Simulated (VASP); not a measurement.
# SnO2 (Cmmm) in VASP: single point with PBE

Aim: the single point of SnO2 with PBE.

All numbers are computed with VASP 6.6.1; they aren't measurements. Logs are shortened: lines on timing, memory, paths and dates and some standing lists are left out, and cuts for length are marked.

### 1 The cell of the first run

The structure is orthorhombic, space group Cmmm (No. 65). The conventional cell has a = 3.507 Å, b = 8.487 Å, c = 3.455 Å, α = 90.00°, β = 90.00°, γ = 90.00°. Within 3.6 Å of Sn (site symmetry mmm) lie 8 O at 2.58 Å and 4 Sn at 3.45 to 3.51 Å. Within 2.0 Å of O (site symmetry m2m) lie 1 O at 1.52 Å.

The cell was built from a structure type or drawn by symmetry, and may not be a known phase.

### 2 Single point, PBE

File INCAR:

```
SYSTEM = SnO2
PREC     = Accurate       ! precision mode
ENCUT    = 600            ! plane-wave cutoff, eV
EDIFF    = 1E-6           ! SCF threshold, eV
ISMEAR   = 0              ! smearing method
SIGMA    = 0.15           ! smearing width, eV
LREAL    = .False.        ! projectors in reciprocal space
LASPH    = .True.         ! aspherical terms in the spheres
NELM     = 120            ! most SCF steps
ALGO     = Normal         ! electronic algorithm
ISIF     = 2              ! what is computed and relaxed
LWAVE    = .False.        ! write WAVECAR
LCHARG   = .False.        ! write CHGCAR
GGA      = PE             ! functional
NBANDS   = 20             ! bands
GGA_COMPAT= .False.
```

File KPOINTS:

```
Automatic mesh
0
Gamma
  4 4 4
  0 0 0
```

File POSCAR:

```
SnO2
1.0
    1.7536799854     -4.2435333962      0.0000000000
    1.7536799854      4.2435333962      0.0000000000
    0.0000000000      0.0000000000      3.4548799521
Sn O
1 2
Direct
    0.5000000000      0.5000000000      0.0000000000
    0.0895349515      0.9104650485      0.5000000000
    0.9104650485      0.0895349515      0.5000000000
```

Potentials or basis: VASP PAW PBE potentials, release 64 (Sn_d, O).

The run is started by

```sh
$ cat potpaw_PBE.64/Sn_d/POTCAR potpaw_PBE.64/O/POTCAR > POTCAR
$ mpirun -np 1 vasp_std > vasp.out
```

OUTCAR:

```text
SYSTEM = SnO2
   PREC = Accurate
   ENCUT = 600
   EDIFF = 1E-6
   ISMEAR = 0
   LREAL = .False.
   LASPH = .True.
   NELM = 120
   ISIF = 2
   GGA = PE

 ion  position               nearest neighbor table
   1  0.500  0.500  0.000-   2 2.58   2 2.58   3 2.58   3 2.58   2 2.58   2 2.58   3 2.58   3 2.58

   2  0.090  0.910  0.500-   3 1.52   1 2.58   1 2.58   1 2.58   1 2.58
   3  0.910  0.090  0.500-   2 1.52   1 2.58   1 2.58   1 2.58   1 2.58

  LATTYP: Found a base centered orthorhombic cell.
 ALAT       =     3.5073599708
 B/A-ratio  =     2.4197877786
 C/A-ratio  =     0.9850371735

  Lattice vectors:

 A1 = (   1.7536799854,  -4.2435333962,   0.0000000000)
 A2 = (   1.7536799854,   4.2435333962,   0.0000000000)
 A3 = (   0.0000000000,   0.0000000000,   3.4548799521)

Analysis of symmetry for initial positions (statically):
=====================================================================
 Subroutine PRICEL returns:
 Original cell was already a primitive cell.

 Routine SETGRP: Setting up the symmetry group for a
 base centered orthorhombic supercell.

 Subroutine GETGRP returns: Found  8 space group operations
 (whereof  8 operations were pure point group operations)
 out of a pool of  8 trial point group operations.

The static configuration has the point symmetry D_2h.

Analysis of symmetry for dynamics (positions and initial velocities):
=====================================================================
 Subroutine PRICEL returns:
 Original cell was already a primitive cell.

 Routine SETGRP: Setting up the symmetry group for a
 base centered orthorhombic supercell.

 Subroutine GETGRP returns: Found  8 space group operations
 (whereof  8 operations were pure point group operations)
 out of a pool of  8 trial point group operations.

The dynamic configuration has the point symmetry D_2h.

 Subroutine INISYM returns: Found  8 space group operations
 (whereof  8 operations are pure point group operations),
 and found     1 'primitive' translations

----------------------------------------------------------------------------------------

                                     Primitive cell

  volume of cell :      51.4210

  direct lattice vectors                    reciprocal lattice vectors
     1.753679985 -4.243533396  0.000000000     0.285114733 -0.117826338  0.000000000
     1.753679985  4.243533396  0.000000000     0.285114733  0.117826338  0.000000000
     0.000000000  0.000000000  3.454879952     0.000000000  0.000000000  0.289445658

  length of vectors
     4.591619450  4.591619450  3.454879952     0.308501956  0.308501956  0.289445658

  position of ions in fractional coordinates (direct lattice)
     0.500000000  0.500000000  0.000000000
     0.089534951  0.910465049  0.500000000
     0.910465049  0.089534951  0.500000000

  ion indices of the primitive-cell ions
   primitive index   ion index
                 1           1
                 2           2
                 3           3

----------------------------------------------------------------------------------------

 KPOINTS: Automatic mesh

Automatic generation of k-mesh.
 Grid dimensions read from file:
 generate k-points for:    4    4    4

 Generating k-lattice:

  Cartesian coordinates                     Fractional coordinates (reciprocal lattice)
     0.071278683 -0.029456584  0.000000000     0.250000000  0.000000000  0.000000000
     0.071278683  0.029456584  0.000000000     0.000000000  0.250000000  0.000000000
     0.000000000  0.000000000  0.072361414     0.000000000  0.000000000  0.250000000

  Length of vectors
     0.077125489  0.077125489  0.072361414

  Shift w.r.t. Gamma in fractional coordinates (k-lattice)
     0.000000000  0.000000000  0.000000000

 Subroutine IBZKPT returns following result:
 ===========================================

 Found     21 irreducible k-points:

 Following reciprocal coordinates:
            Coordinates               Weight
  0.000000  0.000000  0.000000      1.000000
  0.250000 -0.000000  0.000000      4.000000
  0.500000 -0.000000  0.000000      2.000000
  0.250000  0.250000  0.000000      2.000000
  0.500000  0.250000  0.000000      4.000000
 -0.250000  0.250000  0.000000      2.000000
[... 13 lines left out ...]
 -0.250000  0.250000  0.500000      2.000000
  0.500000  0.500000  0.500000      1.000000
   k-points           NKPTS =     21   k-points in BZ     NKDIM =     21   number of bands    NBANDS=     20
   number of dos      NEDOS =    301   number of ions     NIONS =      3
   total plane-waves  NPLWV =  44800
   dimension x,y,z NGX =    40 NGY =   40 NGZ =   28
   dimension x,y,z NGXF=    80 NGYF=   80 NGZF=   56
   ions per type =               1   2
   NGX,Y,Z   is equivalent  to a cutoff of  14.48, 14.48, 13.47 a.u.
   NGXF,Y,Z  is equivalent  to a cutoff of  28.97, 28.97, 26.95 a.u.
 SYSTEM =  SnO2
   PREC   = accura    normal or accurate (medium, high low for compatibility)
   ISTART =      0    job   : 0-new  1-cont  2-samecut
   ICHARG =      2    charge: 1-file 2-atom 10-const
   ISPIN  =      1    spin polarized calculation?
   LNONCOLLINEAR =      F non collinear calculations
   LSORBIT =      F    spin-orbit coupling
   LASPH  =      T    aspherical Exc in radial PAW
   ENCUT  =  600.0 eV  44.10 Ry    6.64 a.u.   9.17  9.17  6.90*2*pi/ulx,y,z
   NELM   =    120;   NELMIN=  2; NELMDL= -5     # of ELM steps
   EDIFF  = 0.1E-05   stopping-criterion for ELM
   LREAL  =      F    real-space projection
   EDIFFG = 0.1E-04   stopping-criterion for IOM
   NSW    =      0    number of steps for IOM
   IBRION =     -1    ionic relax: 0-MD 1-quasi-New 2-CG
   NFREE  =      0    steps in history (QN), initial steepest desc. (CG)
   ISIF   =      2    stress and relaxation
   ISYM   =      2    0-nonsym 1-usesym 2-fastsym
   POTIM  = 0.5000    time-step for ionic-motion
   TEBEG  =    0.0;   TEEND  =   0.0 temperature during run
   PSTRESS=    0.0 pullay stress
   NELECT =      26.0000    total number of electrons
   NUPDOWN=      -1.0000    fix difference up-down
   EMIN   =  10.00;   EMAX   =-10.00  energy-range for DOS
   EFERMI =   0.00;   METHOD = LEGACY
   ISMEAR =     0;   SIGMA  =   0.15  broadening in eV -4-tet -1-fermi 0-gaus
   EFERMI_NEDOS =   21; number of points for ismear=-14 and -15
   IALGO  =     38    algorithm
   IMIX   =      4    mixing-type and parameters
     AMIX     =   0.40;   BMIX     =  1.00
     AMIX_MAG =   1.60;   BMIX_MAG =  1.00
  volume/ion in A,a.u.               =      17.14       115.67
  Fermi-wavevector in a.u.,A,eV,Ry     =   1.304224  2.464627 23.143526  1.701001
  Thomas-Fermi vector in A             =   2.435174
   LORBIT       =      0    0 simple, 1 ext, 2 COOP (PROOUT), +10 PAW based schemes
   GGA     = PE    functional components
   LHFCALC =     F    Hartree Fock is set to
   AEXX    =    0.0000 exact exchange contribution
   IVDW    =     0    specifies the selected vdW correction
   LEPSILON=     F    determine dielectric tensor
   LRPA    =     F    only Hartree local field effects (RPA)
 non-spin polarized calculation
 Gauss-broadening in eV      SIGMA  =   0.15
  energy-cutoff  :      600.00
  volume of cell :       51.42
 maximum number of plane-waves:      1732
 NGX is ok and might be reduce to    40
   NGX = 19   NGY = 19   NGZ = 13

 number of electron      25.9999993 magnetization

 Free energy of the ion-electron system (eV)
  ---------------------------------------------------
  ext. energy  EPLUGINS =         0.00000000
  ---------------------------------------------------
  free energy    TOTEN  =       -14.70595228 eV

  energy without entropy =      -14.70439231  energy(sigma->0) =      -14.70517230

 E-fermi :   4.0170     XC(G=0):  -9.4448

 val. band max:        3.7944535269   @ k =  -0.2500   0.2500   0.5000
 cond. band min:       4.1467859074   @ k =   0.5000   0.5000   0.0000
 fundamental gap:      0.3523323805
 Fermi energy:         4.0170422357

 k-point     1 :       0.0000    0.0000    0.0000
  band No.  band energies     occupation
      1     -17.7759      2.00000
      2     -17.2011      2.00000
      3     -17.0661      2.00000
      4     -17.0616      2.00000
      5     -17.0605      2.00000
      6     -16.7963      2.00000
[... 12 lines left out ...]
     19      11.9855      0.00000
     20      16.9284      0.00000

 k-point     2 :       0.2500   -0.0000    0.0000
  band No.  band energies     occupation
      1     -17.5904      2.00000
      2     -17.1686      2.00000
      3     -17.0909      2.00000
      4     -17.0876      2.00000
      5     -17.0583      2.00000
      6     -16.8814      2.00000
[... 12 lines left out ...]
     19      14.7134      0.00000
     20      14.8539      0.00000

 k-point     3 :       0.5000   -0.0000    0.0000
  band No.  band energies     occupation
      1     -17.2733      2.00000
      2     -17.1708      2.00000
      3     -17.1155      2.00000
      4     -17.1134      2.00000
      5     -17.0607      2.00000
      6     -17.0560      2.00000
[... 12 lines left out ...]
     19      16.8533      0.00000
     20      17.1224      0.00000

 k-point     4 :       0.2500    0.2500    0.0000
  band No.  band energies     occupation
      1     -17.2736      2.00000
      2     -17.1707      2.00000
      3     -17.1155      2.00000
      4     -17.1133      2.00000
      5     -17.0605      2.00000
      6     -17.0560      2.00000
[... 360 lines left out ...]
 k-point    20 :      -0.2500    0.2500    0.5000
  band No.  band energies     occupation
      1     -17.2621      2.00000
      2     -17.1550      2.00000
      3     -17.1222      2.00000
      4     -17.1179      2.00000
      5     -17.0610      2.00000
      6     -17.0542      2.00000
[... 12 lines left out ...]
     19      14.3589      0.00000
     20      17.4752      0.00000

 k-point    21 :       0.5000    0.5000    0.5000
  band No.  band energies     occupation
      1     -17.2370      2.00000
      2     -17.1551      2.00000
      3     -17.1224      2.00000
      4     -17.1215      2.00000
      5     -17.0587      2.00000
      6     -17.0531      2.00000
[... 12 lines left out ...]
     19      16.9205      0.00000
     20      18.5894      0.00000

------------------------ aborting loop because EDIFF is reached ----------------------------------------

  FORCE on cell =-STRESS in cart. coord.  units (eV):
  Direction    XX          YY          ZZ          XY          YZ          ZX
  --------------------------------------------------------------------------------------
  -------------------------------------------------------------------------------------
  Total       -0.0259526      0.2788154      0.0357742     -0.0000000      0.0000000      0.0000000
  in kB       -0.8086326      8.6873304      1.1146513     -0.0000000      0.0000000      0.0000000
  external PRESSURE =       2.9977831 kB  Pullay stress =       0.0000000 kB

 VOLUME and BASIS-vectors are now :
 -----------------------------------------------------------------------------
  energy-cutoff  :      600.00
  volume of cell :       51.42
      direct lattice vectors                 reciprocal lattice vectors
     1.753679985 -4.243533396  0.000000000     0.285114733 -0.117826338  0.000000000
     1.753679985  4.243533396  0.000000000     0.285114733  0.117826338  0.000000000
     0.000000000  0.000000000  3.454879952     0.000000000  0.000000000  0.289445658

 POSITION                                       TOTAL-FORCE (eV/Angst)
 -----------------------------------------------------------------------------------
      1.75368      0.00000      0.00000         0.000000     -0.000000      0.000000
      1.75368      3.48364      1.72744         0.000000     -0.176936     -0.000000
      1.75368     -3.48364      1.72744         0.000000      0.176936      0.000000
 -----------------------------------------------------------------------------------
    total drift:                                0.000000     -0.000000     -0.000000

  FREE ENERGIE OF THE ION-ELECTRON SYSTEM (eV)
  ---------------------------------------------------
  free  energy   TOTEN  =       -14.7059522813 eV

  energy  without entropy=      -14.7043923105  energy(sigma->0) =      -14.70517230
```

Run time: 17 s. Hardware: 1 thread of AMD EPYC 9R45 (Zen 5), shared host; peak memory 0.18 GiB.

What came out:

* Free energy: -14.7060 eV
* Pressure: 0.3 GPa
* Largest force: 0.177 eV/Å
* Band gap on the k mesh: 0.35 eV (least direct gap 0.81 eV)

Forces in eV/Å, atoms in the order of the input:
```
Sn   0.000  0.000  0.000
O    0.000 -0.177  0.000
O    0.000  0.177  0.000
```

Caveat: the k points lie up to 0.48 Å⁻¹ apart; spin-orbit coupling is left out, which moves the levels of the heavy elements.
